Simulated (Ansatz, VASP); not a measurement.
Two plane-wave programs on Al2O3

The input INCAR:

```
  PREC = Accurate
  ENCUT = 520
  EDIFF = 1E-6
  ISMEAR = 0
  SIGMA = 0.05
  LREAL = F
  LASPH = T
  NELM = 100
  ALGO = Normal
  ISIF = 2
  LWAVE = F
  LCHARG = F
  GGA = PE
  NBANDS = 35
```

Contents of KPOINTS:

```
Automatic mesh
0
Gamma
  6 6 6
```

The input POSCAR:

```
Al2O3
1.0
    2.3827583181      1.3756861564      4.4524221933
   -2.3827583181      1.3756861564      4.4524221933
    0.0000000000     -2.7513723128      4.4524221933
Al O
4 6
Direct
    0.8521293568      0.8521293568      0.8521293568
    0.6478706432      0.6478706432      0.6478706432
    0.1478706432      0.1478706432      0.1478706432
    0.3521293568      0.3521293568      0.3521293568
    0.0561574040      0.4438425960      0.7500000000
    0.7500000000      0.0561574040      0.4438425960
    0.4438425960      0.7500000000      0.0561574040
    0.9438425960      0.5561574040      0.2500000000
    0.2500000000      0.9438425960      0.5561574040
    0.5561574040      0.2500000000      0.9438425960
```

Input for Ansatz:

```yaml
crystal:
  lattice:
    - [2.3827583181, 1.3756861564, 4.4524221933]
    - [-2.3827583181, 1.3756861564, 4.4524221933]
    - [0.0, -2.7513723128, 4.4524221933]
  atoms:
    - { symbol: Al, position: [0.8521293568, 0.8521293568, 0.8521293568] }
    - { symbol: Al, position: [0.6478706432, 0.6478706432, 0.6478706432] }
    - { symbol: Al, position: [0.1478706432, 0.1478706432, 0.1478706432] }
    - { symbol: Al, position: [0.3521293568, 0.3521293568, 0.3521293568] }
    - { symbol: O, position: [0.056157404, 0.443842596, 0.75] }
    - { symbol: O, position: [0.75, 0.056157404, 0.443842596] }
    - { symbol: O, position: [0.443842596, 0.75, 0.056157404] }
    - { symbol: O, position: [0.943842596, 0.556157404, 0.25] }
    - { symbol: O, position: [0.25, 0.943842596, 0.556157404] }
    - { symbol: O, position: [0.556157404, 0.25, 0.943842596] }
basis:
  ecutwfc: 520.0
kpoints:
  mp_grid: { grid: [6, 6, 6] }
hamiltonian:
  xc: pbe
  pseudopotentials: { kind: paw, azcp: { folder: soft_1 } }
scf:
  occupations: { method: gaussian, width: 0.05 }
output:
  forces: true
  stress: true
  eigenvalues: true
```

Alike in both runs: task single point; functional PBE; k mesh 6 × 6 × 6; occupations gaussian, width 0.05 eV; no spin polarisation.

|  | VASP | Ansatz |
| --- | --- | --- |
| version | VASP 6.6.1 | Ansatz 0.2.0 |
| potentials or method | VASP PAW PBE potentials, release 64 (Al, O), cutoff 520 eV | scalar-relativistic, plane waves, PAW |
| valence electrons in the cell | 48 | 48 |

|  | VASP | Ansatz | Ansatz less VASP |
| --- | --- | --- | --- |
| gap on the k mesh at the Fermi level (eV) | 5.81 | 5.82 | +0.006 |
| least direct gap on the mesh (eV) | 5.81 | 5.82 | +0.006 |
| pressure (GPa) | 0.3 | 0.3 | +0.04 |
| traceless stress, the component that is largest in VASP (GPa) | -7.10 | -7.08 | +0.018 |
| rms of the force components (eV/Å) | 0.060 | 0.062 | +0.0018 |

Atom by atom the forces differ by 0.002 eV/Å (rms over components). With one functional, cell and mesh, what is left measures potentials, basis and numerics.
